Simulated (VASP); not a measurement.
# InP (I-4m2) in VASP: notebook, part 2 of 2

VASP 6.6.1. The steps go on from the part before.

### 5 Single point, PBE (strain -0.015 along x and y, +0.000 along z)

Contents of INCAR:

```
  PREC = Accurate
  ENCUT = 520
  EDIFF = 1E-6
  ISMEAR = 0
  SIGMA = 0.05
  LREAL = False
  LASPH = True
  NELM = 100
  ALGO = Normal
  ISIF = 2
  LWAVE = False
  LCHARG = False
  GGA = PE
  NBANDS = 16
```

Contents of KPOINTS:

```
Automatic mesh
0
Gamma
  10 10 10
```

Contents of POSCAR:

```
InP
1.0
    0.0000000000      2.9353336906      2.9800342037
    2.9353336906      0.0000000000      2.9800342037
    2.9353336906      2.9353336906      0.0000000000
In P
1 1
Direct
    0.0000000000      0.0000000000      0.0000000000
    0.7500000000      0.7500000000      0.7500000000
```

Potentials or basis: VASP PAW PBE potentials, release 64 (In_d, P).

The run is started by

```sh
$ cat potpaw_PBE.64/In_d/POTCAR potpaw_PBE.64/P/POTCAR > POTCAR
$ mpirun -np 1 vasp_std > vasp.out
```

OUTCAR:

```text
PREC = Accurate
   ENCUT = 520
   EDIFF = 1E-6
   ISMEAR = 0
   LREAL = False
   LASPH = True
   NELM = 100
   ISIF = 2
   GGA = PE

 ion  position               nearest neighbor table
   1  0.000  0.000  0.000-   2 2.56   2 2.56   2 2.56   2 2.56
   2  0.750  0.750  0.750-   1 2.56   1 2.56   1 2.56   1 2.56

  LATTYP: Found a body centered tetragonal cell.
 ALAT       =     4.1511887153
 C/A-ratio  =     1.4357498095

  Lattice vectors:

 A1 = (  -2.9353336906,   0.0000000000,   2.9800342037)
 A2 = (   2.9353336906,   0.0000000000,   2.9800342037)
 A3 = (   0.0000000000,   2.9353336906,  -2.9800342037)

Analysis of symmetry for initial positions (statically):
=====================================================================
 Subroutine PRICEL returns:
 Original cell was already a primitive cell.

 Routine SETGRP: Setting up the symmetry group for a
 body centered tetragonal supercell.

 Subroutine GETGRP returns: Found  8 space group operations
 (whereof  8 operations were pure point group operations)
 out of a pool of 16 trial point group operations.

The static configuration has the point symmetry D_2d.

Analysis of symmetry for dynamics (positions and initial velocities):
=====================================================================
 Subroutine PRICEL returns:
 Original cell was already a primitive cell.

 Routine SETGRP: Setting up the symmetry group for a
 body centered tetragonal supercell.

 Subroutine GETGRP returns: Found  8 space group operations
 (whereof  8 operations were pure point group operations)
 out of a pool of 16 trial point group operations.

The dynamic configuration has the point symmetry D_2d.

 Subroutine INISYM returns: Found  8 space group operations
 (whereof  8 operations are pure point group operations),
[... 105 lines left out ...]
   TEBEG  =    0.0;   TEEND  =   0.0 temperature during run
   PSTRESS=    0.0 pullay stress
   NELECT =      18.0000    total number of electrons
   NUPDOWN=      -1.0000    fix difference up-down
   EMIN   =  10.00;   EMAX   =-10.00  energy-range for DOS
   EFERMI =   0.00;   METHOD = LEGACY
   ISMEAR =     0;   SIGMA  =   0.05  broadening in eV -4-tet -1-fermi 0-gaus
   EFERMI_NEDOS =   21; number of points for ismear=-14 and -15
   IALGO  =     38    algorithm
   IMIX   =      4    mixing-type and parameters
     AMIX     =   0.40;   BMIX     =  1.00
     AMIX_MAG =   1.60;   BMIX_MAG =  1.00
  volume/ion in A,a.u.               =      25.68       173.27
  Fermi-wavevector in a.u.,A,eV,Ry     =   1.154278  2.181268 18.127814  1.332357
  Thomas-Fermi vector in A             =   2.290915
   LORBIT       =      0    0 simple, 1 ext, 2 COOP (PROOUT), +10 PAW based schemes
   GGA     = PE    functional components
   LHFCALC =     F    Hartree Fock is set to
   AEXX    =    0.0000 exact exchange contribution
   IVDW    =     0    specifies the selected vdW correction
   LEPSILON=     F    determine dielectric tensor
   LRPA    =     F    only Hartree local field effects (RPA)
 non-spin polarized calculation
 Gauss-broadening in eV      SIGMA  =   0.05
  energy-cutoff  :      520.00
  volume of cell :       51.35
 maximum number of plane-waves:      1403
   NGX = 15   NGY = 15   NGZ = 15

 number of electron      18.0000008 magnetization

 Free energy of the ion-electron system (eV)
  ---------------------------------------------------
  ext. energy  EPLUGINS =         0.00000000
  ---------------------------------------------------
  free energy    TOTEN  =        -8.39803431 eV

  energy without entropy =       -8.39803431  energy(sigma->0) =       -8.39803431

 E-fermi :   5.2655     XC(G=0):  -9.1951

 val. band max:        4.9942355496   @ k =   0.0000   0.0000   0.0000
 cond. band min:       5.5721418653   @ k =   0.0000   0.0000   0.0000
 fundamental gap:      0.5779063157
 Fermi energy:         5.2655029303

 k-point     1 :       0.0000    0.0000    0.0000
  band No.  band energies     occupation
      1      -9.1799      2.00000
      2      -9.1732      2.00000
      3      -9.1732      2.00000
      4      -9.0343      2.00000
      5      -9.0323      2.00000
      6      -6.4105      2.00000
[... 433 lines left out ...]
      3      -9.0999      2.00000
      4      -9.0622      2.00000
      5      -9.0110      2.00000
      6      -4.8192      2.00000
[... 8 lines left out ...]
     15      15.5894      0.00000
     16      17.5819      0.00000

 [... further k-points ...]
[... 5 lines left out ...]
  --------------------------------------------------------------------------------------
  -------------------------------------------------------------------------------------
  Total        0.6593946      0.6593946      0.4570977      0.0000000     -0.0000000      0.0000000
  in kB       20.5726263     20.5726263     14.2611125      0.0000000     -0.0000000      0.0000000
  external PRESSURE =      18.4687884 kB  Pullay stress =       0.0000000 kB

 VOLUME and BASIS-vectors are now :
 -----------------------------------------------------------------------------
  energy-cutoff  :      520.00
  volume of cell :       51.35
      direct lattice vectors                 reciprocal lattice vectors
     0.000000000  2.935333691  2.980034204    -0.170338385  0.170338385  0.167783309
     2.935333691  0.000000000  2.980034204     0.170338385 -0.170338385  0.167783309
     2.935333691  2.935333691  0.000000000     0.170338385  0.170338385 -0.167783309

 POSITION                                       TOTAL-FORCE (eV/Angst)
 -----------------------------------------------------------------------------------
      0.00000      0.00000      0.00000         0.000000      0.000000      0.000000
      4.40300      4.40300      4.47005        -0.000000     -0.000000     -0.000000
 -----------------------------------------------------------------------------------
    total drift:                                0.000000      0.000000      0.000000

  FREE ENERGIE OF THE ION-ELECTRON SYSTEM (eV)
  ---------------------------------------------------
  free  energy   TOTEN  =        -8.3980343054 eV

  energy  without entropy=       -8.3980343054  energy(sigma->0) =       -8.39803431
```

Wall time 2 min (1 thread of AMD EPYC 7R13, shared host); peak memory 0.2 GiB.

What came out:

```yaml
Free_energy: -8.3980 eV
Pressure: 1.8 GPa
Band_gap_on_the_k_mesh: 0.58 eV, direct
```

Stress tensor (GPa, compression positive):
```
2.06 0.00 0.00
0.00 2.06 0.00
0.00 0.00 1.43
```

Caveat: the cell differs from its parent crystal (strain -0.015 along x and y, +0.000 along z); spin-orbit coupling is left out, which moves the levels of the heavy elements.

### 6 Summary

```tsv
cell	gap on the mesh (eV)	pressure (GPa)
a = 4.120, b = 4.120, c = 4.151 Å, angles 59.7, 59.7, 60.5°, 2 atoms	0.72	4.1
a = 4.184, b = 4.184, c = 4.088 Å, angles 60.8, 60.8, 58.5°, 2 atoms	0.60	2.9
a = 4.216, b = 4.216, c = 4.088 Å, angles 61.0, 61.0, 58.0°, 2 atoms	0.49	1.8
a = 4.183, b = 4.183, c = 4.151 Å, angles 60.3, 60.3, 59.5°, 2 atoms	0.58	1.8
```

Alike in all rows: task single point; level PBE; potentials or basis VASP PAW PBE potentials, release 64 (In_d, P); no spin polarisation; k mesh 10 × 10 × 10; cutoff (eV) 520; smearing gaussian 0.05 eV.

Caveats: spin-orbit coupling is left out, which moves the levels of the heavy elements.

Absolute energies hang on the potentials; compare differences alone.
